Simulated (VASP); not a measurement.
# Mo6Rh7 (R-3m) in VASP: single point with PBEsol

Aim: the single point of Mo6Rh7 with PBEsol.

All numbers are computed with VASP 6.6.1; they aren't measurements. Logs are shortened: lines on timing, memory, paths and dates and some standing lists are left out, and cuts for length are marked.

### Step 1. The cell of the first run

Symmetry: R-3m, No. 166, trigonal system. The conventional cell has a = 4.847 Å, b = 4.847 Å, c = 26.072 Å, α = 90.00°, β = 90.00°, γ = 120.00°. Rh (site symmetry m) has 5 Rh at 2.42 to 2.45 Å and 7 Mo at 2.65 to 2.92 Å within 3.2 Å. Rh (site symmetry -3m) has 6 Rh at 2.45 Å and 6 Mo at 2.83 Å within 3.2 Å. Within 3.6 Å of Mo (site symmetry 3m) lie 6 Rh at 2.70 to 2.75 Å and 9 Mo at 2.80 to 3.08 Å. Within 3.3 Å of Mo (site symmetry 3m) lie 8 Mo at 2.51 to 3.08 Å and 6 Rh at 2.65 Å. Within 3.6 Å of Mo (site symmetry 3m) lie 4 Mo at 2.70 to 2.91 Å and 12 Rh at 2.78 to 2.92 Å.

### Step 2. Single point, PBEsol

Contents of INCAR:

```
SYSTEM = Mo6Rh7
ALGO = Normal
EDIFF = 1E-7
ENCUT = 520
GGA = PS
ISIF = 2
ISMEAR = -1
KPAR = 4
LASPH = .True.
LCHARG = .False.
LREAL = .False.
LWAVE = .False.
NBANDS = 106
NELM = 100
PREC = Accurate
SIGMA = 0.1
```

Contents of KPOINTS:

```
k-points
0
Gamma
  7 7 7
  0 0 0
```

Contents of POSCAR:

```
Mo6Rh7
1.0
    2.4234410000      4.1975210000      0.0000000000
   -2.4234410000      4.1975210000      0.0000000000
    0.0000000000     -2.7983470000      8.6905260000
Rh Mo
7 6
Direct
    0.0895000000      0.0895000000      0.7686000000
    0.5896000000      0.0895000000      0.7686000000
    0.0895000000      0.5896000000      0.7686000000
    0.4104000000      0.9105000000      0.2314000000
    0.9105000000      0.9105000000      0.2314000000
    0.9105000000      0.4104000000      0.2314000000
    0.0000000000      0.0000000000      0.0000000000
    0.1655000000      0.1655000000      0.4965000000
    0.8345000000      0.8345000000      0.5035000000
    0.4518000000      0.4518000000      0.3554000000
    0.5482000000      0.5482000000      0.6446000000
    0.3483000000      0.3483000000      0.0449000000
    0.6517000000      0.6517000000      0.9551000000
```

Potentials or basis: VASP PAW PBE potentials, release 64 (Rh_pv, Mo_sv).

Launch:

```console
cat potpaw_PBE.64/Rh_pv/POTCAR potpaw_PBE.64/Mo_sv/POTCAR > POTCAR
mpirun -np 4 vasp_std > vasp.out
```

OUTCAR:

```text
SYSTEM = Mo6Rh7
   EDIFF = 1E-7
   ENCUT = 520
   GGA = PS
   ISIF = 2
   ISMEAR = -1
   LASPH = .True.
   LREAL = .False.
   NELM = 100
   PREC = Accurate

 ion  position               nearest neighbor table
   1  0.090  0.090  0.769-   2 2.42   3 2.42   2 2.42   3 2.42   7 2.45  11 2.65  11 2.65   9 2.70
                             8 2.75  12 2.78  13 2.92  13 2.92
   2  0.590  0.090  0.769-   1 2.42   3 2.42   1 2.42   3 2.42   7 2.45  11 2.65  11 2.65   9 2.70
                             8 2.75  12 2.78  13 2.92  13 2.92
   3  0.090  0.590  0.769-   1 2.42   2 2.42   1 2.42   2 2.42   7 2.45  11 2.65  11 2.65   9 2.70
                             8 2.75  12 2.78  13 2.92  13 2.92
   4  0.410  0.910  0.231-   5 2.42   6 2.42   5 2.42   6 2.42   7 2.45  10 2.65  10 2.65   8 2.70
                             9 2.75  13 2.78  12 2.92  12 2.92
   5  0.910  0.910  0.231-   4 2.42   6 2.42   6 2.42   4 2.42   7 2.45  10 2.65  10 2.65   8 2.70
                             9 2.75  13 2.78  12 2.92  12 2.92
   6  0.910  0.410  0.231-   5 2.42   4 2.42   5 2.42   4 2.42   7 2.45  10 2.65  10 2.65   8 2.70
                             9 2.75  13 2.78  12 2.92  12 2.92
   7  0.000  0.000  0.000-   1 2.45   5 2.45   3 2.45   4 2.45   2 2.45   6 2.45  12 2.83  13 2.83
                            13 2.83  13 2.83  12 2.83  12 2.83
   8  0.166  0.166  0.496-   5 2.70   4 2.70   6 2.70   1 2.75   3 2.75   2 2.75   9 2.80   9 2.80
                             9 2.80  10 3.06  10 3.06  10 3.06  11 3.08  11 3.08  11 3.08
   9  0.834  0.834  0.504-   1 2.70   2 2.70   3 2.70   5 2.75   4 2.75   6 2.75   8 2.80   8 2.80
                             8 2.80  11 3.06  11 3.06  11 3.06  10 3.08  10 3.08  10 3.08
  10  0.452  0.452  0.355-  11 2.51   6 2.65   4 2.65   4 2.65   6 2.65   5 2.65   5 2.65  12 2.70
                             8 3.06   8 3.06   8 3.06   9 3.08   9 3.08   9 3.08
  11  0.548  0.548  0.645-  10 2.51   3 2.65   2 2.65   2 2.65   3 2.65   1 2.65   1 2.65  13 2.70
                             9 3.06   9 3.06   9 3.06   8 3.08   8 3.08   8 3.08
  12  0.348  0.348  0.045-  10 2.70   1 2.78   3 2.78   2 2.78   7 2.83   7 2.83   7 2.83  13 2.91
                            13 2.91  13 2.91   6 2.92   4 2.92   4 2.92   6 2.92   5 2.92   5 2.92
  13  0.652  0.652  0.955-  11 2.70   5 2.78   6 2.78   4 2.78   7 2.83   7 2.83   7 2.83  12 2.91
                            12 2.91  12 2.91   2 2.92   3 2.92   3 2.92   2 2.92   1 2.92   1 2.92

  LATTYP: Found a trigonal (rhomboedric) cell.
 ALAT       =     9.1299505102
 COS(alpha) =     0.8590847320

  Lattice vectors:

 A1 = (   2.4234410000,   1.3991740000,   8.6905260000)
 A2 = (  -2.4234410000,   1.3991740000,   8.6905260000)
 A3 = (   0.0000000000,  -2.7983470000,   8.6905260000)

Analysis of symmetry for initial positions (statically):
=====================================================================
 Subroutine PRICEL returns:
 Original cell was already a primitive cell.

 Routine SETGRP: Setting up the symmetry group for a
 trigonal (rhombohedral) supercell.

 Subroutine GETGRP returns: Found 12 space group operations
 (whereof 12 operations were pure point group operations)
 out of a pool of 12 trial point group operations.

The static configuration has the point symmetry D_3d.

Analysis of symmetry for dynamics (positions and initial velocities):
=====================================================================
 Subroutine PRICEL returns:
 Original cell was already a primitive cell.

 Routine SETGRP: Setting up the symmetry group for a
 trigonal (rhombohedral) supercell.

 Subroutine GETGRP returns: Found 12 space group operations
 (whereof 12 operations were pure point group operations)
 out of a pool of 12 trial point group operations.

The dynamic configuration has the point symmetry D_3d.

 Subroutine INISYM returns: Found 12 space group operations
 (whereof 12 operations are pure point group operations),
 and found     1 'primitive' translations

----------------------------------------------------------------------------------------

                                     Primitive cell

  volume of cell :     176.8078

  direct lattice vectors                    reciprocal lattice vectors
     2.423441000  4.197521000  0.000000000     0.206318206  0.119117927  0.038355940
    -2.423441000  4.197521000  0.000000000    -0.206318206  0.119117927  0.038355940
     0.000000000 -2.798347000  8.690526000     0.000000000  0.000000000  0.115067834

  length of vectors
     4.846880319  4.846880319  9.129950060     0.241303669  0.241303669  0.115067834

  position of ions in fractional coordinates (direct lattice)
     0.089500000  0.089500000  0.768600000
     0.589600000  0.089500000  0.768600000
     0.089500000  0.589600000  0.768600000
     0.410400000  0.910500000  0.231400000
     0.910500000  0.910500000  0.231400000
     0.910500000  0.410400000  0.231400000
     0.000000000  0.000000000  0.000000000
     0.165500000  0.165500000  0.496500000
     0.834500000  0.834500000  0.503500000
     0.451800000  0.451800000  0.355400000
     0.548200000  0.548200000  0.644600000
     0.348300000  0.348300000  0.044900000
     0.651700000  0.651700000  0.955100000

  ion indices of the primitive-cell ions
   primitive index   ion index
                 1           1
                 2           2
                 3           3
                 4           4
                 5           5
                 6           6
                 7           7
                 8           8
                 9           9
                10          10
                11          11
                12          12
                13          13

----------------------------------------------------------------------------------------

 KPOINTS: k-points

Automatic generation of k-mesh.
 Grid dimensions read from file:
 generate k-points for:    7    7    7

 Generating k-lattice:

  Cartesian coordinates                     Fractional coordinates (reciprocal lattice)
     0.029474029  0.017016847  0.005479420     0.142857143 -0.000000000  0.000000000
    -0.029474029  0.017016847  0.005479420    -0.000000000  0.142857143  0.000000000
     0.000000000  0.000000000  0.016438262     0.000000000  0.000000000  0.142857143

  Length of vectors
     0.034471953  0.034471953  0.016438262

  Shift w.r.t. Gamma in fractional coordinates (k-lattice)
     0.000000000  0.000000000  0.000000000

 Subroutine IBZKPT returns following result:
 ===========================================

 Found     44 irreducible k-points:

 Following reciprocal coordinates:
            Coordinates               Weight
  0.000000  0.000000  0.000000      1.000000
  0.142857  0.000000 -0.000000      6.000000
  0.285714  0.000000 -0.000000      6.000000
  0.428571  0.000000 -0.000000      6.000000
  0.142857  0.142857 -0.000000      6.000000
  0.285714  0.142857 -0.000000     12.000000
[... 16 lines left out ...]
  0.142857  0.142857  0.142857      6.000000
  0.285714  0.142857  0.142857     12.000000
 [... further k-points ...]
   k-points           NKPTS =     44   k-points in BZ     NKDIM =     44   number of bands    NBANDS=    106
   number of dos      NEDOS =    301   number of ions     NIONS =     13
   total plane-waves  NPLWV =  90720
   dimension x,y,z NGX =    36 NGY =   36 NGZ =   70
   dimension x,y,z NGXF=    72 NGYF=   72 NGZF=  140
   ions per type =               7   6
   NGX,Y,Z   is equivalent  to a cutoff of  12.35, 12.35, 12.75 a.u.
   NGXF,Y,Z  is equivalent  to a cutoff of  24.70, 24.70, 25.49 a.u.
 SYSTEM =  Mo6Rh7
   PREC   = accura    normal or accurate (medium, high low for compatibility)
   ISTART =      0    job   : 0-new  1-cont  2-samecut
   ICHARG =      2    charge: 1-file 2-atom 10-const
   ISPIN  =      1    spin polarized calculation?
   LNONCOLLINEAR =      F non collinear calculations
   LSORBIT =      F    spin-orbit coupling
   LASPH  =      T    aspherical Exc in radial PAW
   ENCUT  =  520.0 eV  38.22 Ry    6.18 a.u.   9.01  9.01 16.98*2*pi/ulx,y,z
   NELM   =    100;   NELMIN=  2; NELMDL= -5     # of ELM steps
   EDIFF  = 0.1E-06   stopping-criterion for ELM
   LREAL  =      F    real-space projection
   EDIFFG = 0.1E-05   stopping-criterion for IOM
   NSW    =      0    number of steps for IOM
   IBRION =     -1    ionic relax: 0-MD 1-quasi-New 2-CG
   NFREE  =      0    steps in history (QN), initial steepest desc. (CG)
   ISIF   =      2    stress and relaxation
   ISYM   =      2    0-nonsym 1-usesym 2-fastsym
   POTIM  = 0.5000    time-step for ionic-motion
   TEBEG  =    0.0;   TEEND  =   0.0 temperature during run
   PSTRESS=    0.0 pullay stress
   NELECT =     189.0000    total number of electrons
   NUPDOWN=      -1.0000    fix difference up-down
   EMIN   =  10.00;   EMAX   =-10.00  energy-range for DOS
   EFERMI =   0.00;   METHOD = LEGACY
   ISMEAR =    -1;   SIGMA  =   0.10  broadening in eV -4-tet -1-fermi 0-gaus
   EFERMI_NEDOS =   21; number of points for ismear=-14 and -15
   IALGO  =     38    algorithm
   IMIX   =      4    mixing-type and parameters
     AMIX     =   0.40;   BMIX     =  1.00
     AMIX_MAG =   1.60;   BMIX_MAG =  1.00
  volume/ion in A,a.u.               =      13.60        91.78
  Fermi-wavevector in a.u.,A,eV,Ry     =   1.673895  3.163204 38.122513  2.801926
  Thomas-Fermi vector in A             =   2.758786
   LORBIT       =      0    0 simple, 1 ext, 2 COOP (PROOUT), +10 PAW based schemes
   GGA     = PS    functional components
   LHFCALC =     F    Hartree Fock is set to
   AEXX    =    0.0000 exact exchange contribution
   IVDW    =     0    specifies the selected vdW correction
   LEPSILON=     F    determine dielectric tensor
   LRPA    =     F    only Hartree local field effects (RPA)
 non-spin polarized calculation
  energy-cutoff  :      520.00
  volume of cell :      176.81
 maximum number of plane-waves:      4786
   NGX = 17   NGY = 17   NGZ = 33

 number of electron     188.9999994 magnetization

 Free energy of the ion-electron system (eV)
  ---------------------------------------------------
  ext. energy  EPLUGINS =         0.00000000
  ---------------------------------------------------
  free energy    TOTEN  =      -126.17114374 eV

  energy without entropy =     -125.79723747  energy(sigma->0) =     -125.98419060

 E-fermi :  13.4481     XC(G=0): -14.3027

 val. band max:       13.4433817077   @ k =  -0.4286  -0.4286   0.1429
 cond. band min:      13.4535721771   @ k =   0.1429   0.0000   0.4286
 fundamental gap:      0.0101904694
 Fermi energy:        13.4480913539

 k-point     1 :       0.0000    0.0000    0.0000
  band No.  band energies     occupation
      1     -47.6090      2.00000
      2     -47.5580      2.00000
      3     -47.5000      2.00000
      4     -47.4964      2.00000
      5     -47.4176      2.00000
      6     -47.4069      2.00000
[... 98 lines left out ...]
    105      15.1248      0.00000
    106      15.4068      0.00000

 k-point     2 :       0.1429    0.0000   -0.0000
  band No.  band energies     occupation
      1     -47.6046      2.00000
      2     -47.5533      2.00000
      3     -47.5035      2.00000
      4     -47.4964      2.00000
      5     -47.4231      2.00000
      6     -47.4079      2.00000
[... 2390 lines left out ...]
 k-point    24 :       0.2857    0.1429    0.1429
  band No.  band energies     occupation
      1     -47.5925      2.00000
      2     -47.5539      2.00000
      3     -47.5149      2.00000
      4     -47.4828      2.00000
      5     -47.4335      2.00000
      6     -47.4122      2.00000
[... 98 lines left out ...]
    105      15.1115      0.00000
    106      15.2494      0.00000

 [... further k-points ...]

------------------------ aborting loop because EDIFF is reached ----------------------------------------

  FORCE on cell =-STRESS in cart. coord.  units (eV):
  Direction    XX          YY          ZZ          XY          YZ          ZX
  --------------------------------------------------------------------------------------
  -------------------------------------------------------------------------------------
  Total       32.7190970     32.7190667     20.0507311      0.0000000      0.0000008      0.0000000
  in kB      296.4903098    296.4900355    181.6935071      0.0000000      0.0000070      0.0000000
  external PRESSURE =     258.2246175 kB  Pullay stress =       0.0000000 kB

 VOLUME and BASIS-vectors are now :
 -----------------------------------------------------------------------------
  energy-cutoff  :      520.00
  volume of cell :      176.81
      direct lattice vectors                 reciprocal lattice vectors
     2.423441000  4.197521000  0.000000000     0.206318206  0.119117927  0.038355940
    -2.423441000  4.197521000  0.000000000    -0.206318206  0.119117927  0.038355940
     0.000000000 -2.798347000  8.690526000     0.000000000  0.000000000  0.115067834

 POSITION                                       TOTAL-FORCE (eV/Angst)
 -----------------------------------------------------------------------------------
      0.00000     -1.39945      6.67954        -0.000000      0.752181     -0.927830
      1.21196      0.69973      6.67954        -0.651408     -0.376091     -0.927830
     -1.21196      0.69973      6.67954         0.651408     -0.376091     -0.927830
     -1.21196      4.89697      2.01099         0.651408      0.376091      0.927830
      0.00000      6.99615      2.01099        -0.000000     -0.752181      0.927830
      1.21196      4.89697      2.01099        -0.651408      0.376091      0.927830
      0.00000      0.00000      0.00000        -0.000000      0.000000      0.000000
      0.00000      0.00000      4.31485        -0.000000     -0.000000     -0.389528
      0.00000      5.59669      4.37568        -0.000000      0.000000      0.389528
      0.00000      2.79835      3.08861        -0.000000      0.000000      0.852893
      0.00000      2.79835      5.60191        -0.000000     -0.000000     -0.852893
      0.00000      2.79835      0.39020        -0.000000      0.000000      0.250214
      0.00000      2.79835      8.30032        -0.000000     -0.000000     -0.250214
 -----------------------------------------------------------------------------------
    total drift:                               -0.000000     -0.000000      0.000000

  FREE ENERGIE OF THE ION-ELECTRON SYSTEM (eV)
  ---------------------------------------------------
  free  energy   TOTEN  =      -126.1711437365 eV

  energy  without entropy=     -125.7972374686  energy(sigma->0) =     -125.98419060
```

Wall time 5.3 min (4 MPI ranks of Intel Xeon Platinum 8488C (Sapphire Rapids), shared host); peak memory 0.65 GiB.

What came out:

```yaml
Free_energy: -126.1711 eV
Pressure: 25.8 GPa
Largest_force: 1.194 eV/Å
```

Forces in eV/Å, atoms in the order of the input:
```
Rh   0.000  0.752 -0.928
Rh  -0.651 -0.376 -0.928
Rh   0.651 -0.376 -0.928
Rh   0.651  0.376  0.928
Rh   0.000 -0.752  0.928
Rh  -0.651  0.376  0.928
Rh   0.000  0.000  0.000
Mo   0.000  0.000 -0.390
Mo   0.000  0.000  0.390
Mo   0.000  0.000  0.853
Mo   0.000  0.000 -0.853
Mo   0.000  0.000  0.250
Mo   0.000  0.000 -0.250
```

Stress tensor (GPa, compression positive):
```
29.65  0.00  0.00
 0.00 29.65  0.00
 0.00  0.00 18.17
```

Caveat: the PAW data sets were made with another functional, which shifts forces and pressure a little.
